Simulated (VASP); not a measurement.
A run of VASP 6.6.1 is set up as follows.

File INCAR:

```
SYSTEM = Li
PREC = Accurate
ENCUT = 600
EDIFF = 1E-7
ISMEAR = -1
SIGMA = 0.08
LREAL = .FALSE.
LASPH = .TRUE.
NELM = 60
ALGO = Normal
ISIF = 3
LWAVE = .FALSE.
LCHARG = .FALSE.
GGA = PE
IBRION = 2
NSW = 32
EDIFFG = -0.005
PSTRESS = 300.0
```

Contents of KPOINTS:

```
regular mesh
0
G
  19 19 19
  0 0 0
```

The input POSCAR:

```
Li
1.0
    0.0000000000      1.7194296820      1.7194296820
    1.7194296820      0.0000000000      1.7194296820
    1.7194296820      1.7194296820      0.0000000000
Li
1
Direct
    0.0000000000      0.0000000000      0.0000000000
```

Potentials or basis: VASP PAW PBE potentials, release 64 (Li_sv).

Run with:

```console
$ cat potpaw_PBE.64/Li_sv/POTCAR > POTCAR
$ mpirun -np 1 vasp_std > vasp.out
```

(1) Predict the relaxed volume.

(2) Predict the relaxed cell.

Answers

(1) 10.15 Å³/atom.

(2) a = 2.430 Å, b = 2.430 Å, c = 2.430 Å, α = 60.00°, β = 60.00°, γ = 60.00°.

Caveat: the cutoff is under 1.25 times the usual one of these potentials, so pressure, stress and relaxed cells hold a basis-set (Pulay) error; the cell is relaxed towards a set pressure, so the enthalpy falls and the energy may rise.
